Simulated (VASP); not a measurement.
Write the native input for VASP 6.6.1 that does the following.

- Task: relaxation of cell and atoms
- Functional: PBE
- Potentials or basis: VASP PAW PBE potentials, release 64 (Sn_d)
- Cutoff: 600 eV
- k mesh: 14 × 14 × 8
- Occupations: fermi-dirac, width 0.05 eV
- Spin: no spin polarisation
- Dipole correction: no
- Further INCAR settings: ALGO = Normal; EDIFF = 1e-07; IBRION = 2; EDIFFG = -0.005; NSW = 60; ISIF = 3

The structure of Sn lies in POSCAR:

```
Sn
1.0
    3.4175440961      0.0000000000      0.0000000000
   -1.7087720481      2.9596800058      0.0000000000
    0.0000000000      0.0000000000      5.5364214357
Sn
2
Direct
    0.3333333333      0.6666666667      0.2500000000
    0.6666666667      0.3333333333      0.7500000000
```

These files were run (other wordings do the same):

INCAR

```
SYSTEM = Sn
PREC = Accurate ; ENCUT = 600
EDIFF = 1E-7 ; ISMEAR = -1
SIGMA = 0.05 ; LREAL = .FALSE.
LASPH = .TRUE. ; NELM = 60
ALGO = Normal ; ISIF = 3
LWAVE = .FALSE. ; LCHARG = .FALSE.
GGA = PE ; IBRION = 2
NSW = 60 ; EDIFFG = -0.005
```

KPOINTS

```
Automatic mesh
0
G
  14 14 8
  0 0 0
```

Potentials or basis: VASP PAW PBE potentials, release 64 (Sn_d).

Run with:

```bash
$ cat potpaw_PBE.64/Sn_d/POTCAR > POTCAR
$ mpirun -np 1 vasp_std > vasp.out
```

It gave:

The relaxed volume is 27.75 Å³/atom, the relaxed cell is a = 3.354 Å, b = 3.354 Å, c = 5.697 Å, α = 90.00°, β = 90.00°, γ = 120.00° and the space group after relaxing (to 0.05 Å) is P6_3/mmc (No. 194). The energy gained by relaxing is 6.6 meV/atom. The ionic steps are 7. The pressure after relaxing is 0.0 GPa and the band gap on the k mesh is zero (band 14 reaches 13.96 eV, above the bottom of band 15 at 5.89 eV).

Caveat: spin-orbit coupling is left out, which moves the levels of the heavy elements.

It took 9.4 min on 1 thread of AMD EPYC 9755 128-Core Processor, on a shared host, peak memory 0.24 GiB.
